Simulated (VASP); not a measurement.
# Cl (Fm-3m) in VASP: further runs, part 2 of 2

VASP 6.6.1.

### 3 Single point, r2SCAN

This run uses another cell than the first one, of 20.68 Å³/atom, 1.015 times its volume.

Input file POSCAR:

```
Cl
1.0
    0.0000000000      2.1784908924      2.1784908924
    2.1784908924      0.0000000000      2.1784908924
    2.1784908924      2.1784908924      0.0000000000
Cl
1
Direct
    0.0000000000      0.0000000000      0.0000000000
```

Input file INCAR.step1:

```
  ALGO = Normal
  EDIFF = 1E-4
  ENCUT = 520
  GGA = PE
  ISMEAR = -1
  LASPH = T
  LCHARG = F
  LREAL = F
  LWAVE = T
  NBANDS = 10
  NELM = 100
  PREC = Accurate
  SIGMA = 0.05
```

Input file INCAR.step2:

```
  ALGO = Normal
  EDIFF = 1E-6
  ENCUT = 520
  ISIF = 2
  ISMEAR = -1
  ISTART = 1
  LASPH = T
  LCHARG = F
  LMIXTAU = T
  LREAL = F
  LWAVE = F
  METAGGA = R2SCAN
  NBANDS = 10
  NELM = 100
  PREC = Accurate
  SIGMA = 0.05
```

Input file KPOINTS:

```
k-points
0
Gamma
  9 9 9
```

Potentials or basis: VASP PAW PBE potentials, release 64 (Cl).

Command:

```console
> cat potpaw_PBE.64/Cl/POTCAR > POTCAR
> cp INCAR.step1 INCAR
> mpirun -np 1 vasp_std > vasp.out
> cp INCAR.step2 INCAR
> mpirun -np 1 vasp_std > vasp.out
```

OUTCAR:

```text
EDIFF = 1E-6
   ENCUT = 520
   ISIF = 2
   ISMEAR = -1
   ISTART = 1
   LASPH = T
   LREAL = F
   METAGGA = R2SCAN
   NELM = 100
   PREC = Accurate

 ion  position               nearest neighbor table
   1  0.000  0.000  0.000-

  LATTYP: Found a face centered cubic cell.
 ALAT       =     4.3569817848

  Lattice vectors:

 A1 = (   0.0000000000,   2.1784908924,   2.1784908924)
 A2 = (   2.1784908924,   0.0000000000,   2.1784908924)
 A3 = (   2.1784908924,   2.1784908924,   0.0000000000)

Analysis of symmetry for initial positions (statically):
=====================================================================
 Subroutine PRICEL returns:
 Original cell was already a primitive cell.

 Routine SETGRP: Setting up the symmetry group for a
 face centered cubic supercell.

 Subroutine GETGRP returns: Found 48 space group operations
 (whereof 48 operations were pure point group operations)
 out of a pool of 48 trial point group operations.

The static configuration has the point symmetry O_h .

Analysis of symmetry for dynamics (positions and initial velocities):
=====================================================================
 Subroutine PRICEL returns:
 Original cell was already a primitive cell.

 Routine SETGRP: Setting up the symmetry group for a
 face centered cubic supercell.

 Subroutine GETGRP returns: Found 48 space group operations
 (whereof 48 operations were pure point group operations)
 out of a pool of 48 trial point group operations.

The dynamic configuration has the point symmetry O_h .

 Subroutine INISYM returns: Found 48 space group operations
 (whereof 48 operations are pure point group operations),
 and found     1 'primitive' translations

----------------------------------------------------------------------------------------

                                     Primitive cell

[... 104 lines left out ...]
   EFERMI_NEDOS =   21; number of points for ismear=-14 and -15
   IALGO  =     38    algorithm
   IMIX   =      4    mixing-type and parameters
     AMIX     =   0.40;   BMIX     =  1.00
     AMIX_MAG =   1.60;   BMIX_MAG =  1.00
  volume/ion in A,a.u.               =      20.68       139.54
  Fermi-wavevector in a.u.,A,eV,Ry     =   1.140972  2.156125 17.712306  1.301818
  Thomas-Fermi vector in A             =   2.277673
   LORBIT       =      0    0 simple, 1 ext, 2 COOP (PROOUT), +10 PAW based schemes
   METAGGA = R2SCAN    functional components
   LHFCALC =     F    Hartree Fock is set to
   AEXX    =    0.0000 exact exchange contribution
   IVDW    =     0    specifies the selected vdW correction
   LEPSILON=     F    determine dielectric tensor
   LRPA    =     F    only Hartree local field effects (RPA)
 non-spin polarized calculation
  energy-cutoff  :      520.00
  volume of cell :       20.68
 maximum number of plane-waves:       568
   NGX = 11   NGY = 11   NGZ = 11

 number of electron       7.0000001 magnetization

 Free energy of the ion-electron system (eV)
  ---------------------------------------------------
  ext. energy  EPLUGINS =         0.00000000
  ---------------------------------------------------
  free energy    TOTEN  =        -5.18049002 eV

  energy without entropy =       -5.16444290  energy(sigma->0) =       -5.17246646

 E-fermi :   1.6645     XC(G=0): -10.1932

 val. band max:        1.6583994651   @ k =  -0.3333   0.2222   0.0000
 cond. band min:       1.6680904800   @ k =   0.4444   0.1111   0.0000
 fundamental gap:      0.0096910148
 Fermi energy:         1.6645088976

 k-point     1 :       0.0000    0.0000    0.0000
  band No.  band energies     occupation
      1     -14.4740      2.00000
      2       2.5112      0.00000
      3       2.5112      0.00000
      4       2.5112      0.00000
      5      12.7706      0.00000
      6      16.5041      0.00000
      7      16.5041      0.00000
      8      16.5041      0.00000
      9      20.5834      0.00000
     10      20.5834      0.00000
[... 287 lines left out ...]
 k-point    24 :       0.4444    0.4444    0.0000
  band No.  band energies     occupation
      1     -12.2054      2.00000
      2      -2.3949      2.00000
      3       0.6103      2.00000
      4       0.6103      2.00000
      5      10.4380      0.00000
      6      11.6396      0.00000
      7      23.1088      0.00000
      8      23.7472      0.00000
      9      24.1304      0.00000
     10      24.1304      0.00000

 [... further k-points ...]
[... 5 lines left out ...]
  --------------------------------------------------------------------------------------
  -------------------------------------------------------------------------------------
  Total       -0.0183880     -0.0183880     -0.0183880     -0.0000000     -0.0000000     -0.0000000
  in kB       -1.4247783     -1.4247783     -1.4247783     -0.0000000     -0.0000000     -0.0000000
  external PRESSURE =      -1.4247783 kB  Pullay stress =       0.0000000 kB

 VOLUME and BASIS-vectors are now :
 -----------------------------------------------------------------------------
  energy-cutoff  :      520.00
  volume of cell :       20.68
      direct lattice vectors                 reciprocal lattice vectors
     0.000000000  2.178490892  2.178490892    -0.229516681  0.229516681  0.229516681
     2.178490892  0.000000000  2.178490892     0.229516681 -0.229516681  0.229516681
     2.178490892  2.178490892  0.000000000     0.229516681  0.229516681 -0.229516681

 POSITION                                       TOTAL-FORCE (eV/Angst)
 -----------------------------------------------------------------------------------
      0.00000      0.00000      0.00000         0.000000     -0.000000     -0.000000
 -----------------------------------------------------------------------------------
    total drift:                                0.000000      0.000000      0.000000

  FREE ENERGIE OF THE ION-ELECTRON SYSTEM (eV)
  ---------------------------------------------------
  free  energy   TOTEN  =        -5.1804900163 eV

  energy  without entropy=       -5.1644429026  energy(sigma->0) =       -5.17246646
```

OUTCAR.step1:

```text
EDIFF = 1E-4
   ENCUT = 520
   GGA = PE
   ISMEAR = -1
   LASPH = T
   LREAL = F
[... 525 lines left out ...]

 POSITION                                       TOTAL-FORCE (eV/Angst)
 -----------------------------------------------------------------------------------
      0.00000      0.00000      0.00000         0.000000      0.000000      0.000000
 -----------------------------------------------------------------------------------
    total drift:                                0.000000      0.000000     -0.000000

  FREE ENERGIE OF THE ION-ELECTRON SYSTEM (eV)
  ---------------------------------------------------
  free  energy   TOTEN  =        -0.9239294859 eV

  energy  without entropy=       -0.9074613118  energy(sigma->0) =       -0.91569540
```

It took 12 s on 1 thread of Intel Xeon 6975P-C (Granite Rapids), shared host; peak memory 0.13 GiB.

What came out:

- Free energy: -5.1805 eV
- Pressure: -0.1 GPa

Caveat: the PAW data sets were made with another functional, which shifts forces and pressure a little; an odd number of electrons without spin polarisation forces a metal; a magnetic or distorted state may lie lower.

### 4 Single point, r2SCAN

This run uses another cell than the first one, of 20.99 Å³/atom, 1.030 times its volume.

Input file POSCAR:

```
Cl
1.0
    0.0000000000      2.1893293340      2.1893293340
    2.1893293340      0.0000000000      2.1893293340
    2.1893293340      2.1893293340      0.0000000000
Cl
1
Direct
    0.0000000000      0.0000000000      0.0000000000
```

Input file INCAR.step1:

```
SYSTEM = Cl
PREC = Accurate
ENCUT = 520
ISMEAR = -1
SIGMA = 0.05
LREAL = .FALSE.
LASPH = .TRUE.
NELM = 60
NBANDS = 10
GGA = PE
ALGO = Normal
EDIFF = 1E-4
LWAVE = .TRUE.
LCHARG = .FALSE.
```

Input file INCAR.step2:

```
SYSTEM = Cl
PREC = Accurate
ENCUT = 520
EDIFF = 1E-7
ISMEAR = -1
SIGMA = 0.05
LREAL = .FALSE.
LASPH = .TRUE.
NELM = 60
ALGO = Normal
ISIF = 2
LWAVE = .FALSE.
LCHARG = .TRUE.
METAGGA = R2SCAN
LMIXTAU = .TRUE.
LELF = .TRUE.
LVHAR = .TRUE.
NBANDS = 10
ISTART = 1
```

Input file KPOINTS:

```
Automatic mesh
0
G
  9 9 9
  0 0 0
```

Command:

```console
> cat potpaw_PBE.64/Cl/POTCAR > POTCAR
> cp INCAR.step1 INCAR
> mpirun -np 1 vasp_std > vasp.out
> cp INCAR.step2 INCAR
> mpirun -np 1 vasp_std > vasp.out
```

Run time: 11 s. Hardware: 1 thread of Intel Xeon 6975P-C (Granite Rapids), shared host; peak memory 0.13 GiB.

It converged, with:

| Item | Value |
| --- | --- |
| Free energy | -5.1799 eV |
| Pressure | -0.7 GPa |

Levels at points of the mesh, in eV from the Fermi level:
```
           k point  band 1  band 2  band 3  band 4  band 5  band 6  band 7  band 8  band 9
(0.00, 0.00, 0.00)  -16.03    0.82    0.82    0.82   10.99   14.85   14.85   14.85   18.87
```

Caveat: the PAW data sets were made with another functional, which shifts forces and pressure a little; an odd number of electrons without spin polarisation forces a metal; a magnetic or distorted state may lie lower.

### 5 The runs side by side

| cell | gap on the mesh (eV) | pressure (GPa) |
| --- | --- | --- |
| a = 3.065 Å, angles 60.0°, 1 atom | none | 0.5 |
| a = 3.081 Å, angles 60.0°, 1 atom | none | -0.1 |
| a = 3.096 Å, angles 60.0°, 1 atom | none | -0.7 |

Alike in all rows: task single point; level r2SCAN; potentials or basis VASP PAW PBE potentials, release 64 (Cl); no spin polarisation; k mesh 9 × 9 × 9; cutoff (eV) 520; smearing fermi-dirac 0.05 eV.

Caveats: the PAW data sets were made with another functional, which shifts forces and pressure a little; an odd number of electrons without spin polarisation forces a metal; a magnetic or distorted state may lie lower.

Absolute energies hang on the potentials; compare differences alone.
